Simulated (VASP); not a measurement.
Here is a VASP 6.6.1 calculation.

INCAR

```
ALGO = Normal
EDIFF = 1E-7
ENCUT = 520
GGA = PS
ISIF = 2
ISMEAR = 0
LASPH = True
LCHARG = True
LELF = True
LREAL = False
LVHAR = True
LWAVE = False
NBANDS = 16
NELM = 60
PREC = Accurate
SIGMA = 0.15
```

KPOINTS

```
k-points
0
Gamma
  16 16 16
```

The input POSCAR:

```
CoSi2
1.0
    0.0000000000      2.6562539604      2.6562539604
    2.6562539604      0.0000000000      2.6562539604
    2.6562539604      2.6562539604      0.0000000000
Co Si
1 2
Direct
    0.0000000000      0.0000000000      0.0000000000
    0.2336983696      0.2336983696      0.2336983696
    0.7663016304      0.7663016304      0.7663016304
```

Potentials or basis: VASP PAW PBE potentials, release 64 (Co, Si).

Command:

```console
$ cat potpaw_PBE.64/Co/POTCAR potpaw_PBE.64/Si/POTCAR > POTCAR
$ mpirun -np 1 vasp_std > vasp.out
```

**Question.** Estimate the band gap on the k mesh.

**Answer.** Zero (an odd number of electrons rules out a gap without spin polarisation).

**Question.** What does it give for the pressure?

**Answer.** 4.3 GPa.

**Question.** Predict the largest force.

**Answer.** 2.126 eV/Å.

Stress tensor (GPa, compression positive):
```
4.28 8.41 8.41
8.41 4.28 8.41
8.41 8.41 4.28
```

Caveat: the cell differs from its parent crystal (atoms displaced along a vibrational mode); the cell stands under pressure; the PAW data sets were made with another functional, which shifts forces and pressure a little; the run has no spin polarisation, though such a crystal can be magnetic. Spin polarisation is off, so any magnetic state and its effect on volume and gap are missing.
